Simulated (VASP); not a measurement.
A run of VASP 6.6.1 is set up as follows.

The input INCAR:

```
SYSTEM = Nb16H3C
ALGO = Normal ; EDIFF = 1E-6
ENCUT = 520 ; GGA = PE
ISIF = 2 ; ISMEAR = 0
IVDW = 12 ; LASPH = .True.
LCHARG = .True. ; LELF = .True.
LREAL = Auto ; LVHAR = .True.
LWAVE = .False. ; NBANDS = 124
NELM = 60 ; PREC = Accurate
SIGMA = 0.1
```

The input KPOINTS:

```
k-points
0
Gamma
  3 4 1
  0 0 0
```

POSCAR

```
Nb16H3C
1.0
    6.6000000000      0.0000000000      0.0000000000
    3.3000000000      4.6669050000      0.0000000000
    0.0000000000      0.0000000000     20.0003570000
Nb C H
16 1 3
Direct
   -0.2500000000      0.5000000000      0.0499991000
    0.2500000000      0.5000000000      0.0499991000
   -0.2500000000      1.0000000000      0.0499991000
    0.2500000000      1.0000000000      0.0499991000
    0.0003203785     -0.0008532580      0.1613214670
    0.5000138157     -0.0010222071      0.1616561853
    0.0007180809      0.4994478779      0.1609812349
    0.4993364438      0.4992134689      0.1609049896
   -0.2501324494      0.4984711704      0.2751312456
    0.2502644450      0.4976401389      0.2781862914
   -0.2500142469      0.9987489659      0.2769337399
    0.2492104088      0.9986532199      0.2771794000
   -0.0073371443      0.0123611057      0.3851134815
    0.5028000194     -0.0106556817      0.3891029950
   -0.0010679898      0.4991096527      0.3919068615
    0.5034543246      0.4932573836      0.3916277391
    0.3188787230      0.3609032454      0.4756568492
    0.4234315610      0.1445744903      0.4997574440
    0.3998289501      0.4677184899      0.4992919447
    0.1306899818      0.4770763859      0.4994405779
```

Potentials or basis: VASP PAW PBE potentials, release 64 (Nb_sv, C, H).

Run with:

```bash
$ cat potpaw_PBE.64/Nb_sv/POTCAR potpaw_PBE.64/C/POTCAR potpaw_PBE.64/H/POTCAR > POTCAR
$ mpirun -np 1 vasp_std > vasp.out
```

Task: What does it give for the band gap on the k mesh?

Result: Zero (an odd number of electrons rules out a gap without spin polarisation).

Task: Estimate the dispersion energy per atom.

Result: -0.465 eV.

Forces in eV/Å, atoms in the order of the input:
```
Nb  -0.006 -0.016 -0.081
Nb  -0.003 -0.002  0.170
Nb  -0.016 -0.002 -0.054
Nb   0.016  0.008  0.007
Nb   0.000 -0.001  0.002
Nb  -0.001  0.000  0.003
Nb   0.002 -0.003  0.001
Nb  -0.001 -0.001  0.003
Nb  -0.002 -0.010  0.000
Nb   0.009 -0.003 -0.007
Nb  -0.002  0.007 -0.003
Nb  -0.004  0.006  0.001
Nb  -0.001  0.005 -0.014
Nb  -0.005  0.008  0.005
Nb   0.009 -0.004 -0.010
Nb   0.006  0.002 -0.010
C   -0.003 -0.020 -0.026
H    0.006  0.000  0.000
H    0.014  0.018  0.005
H   -0.017  0.008  0.006
```

Caveat: there is no dipole correction, which matters where the two faces differ.
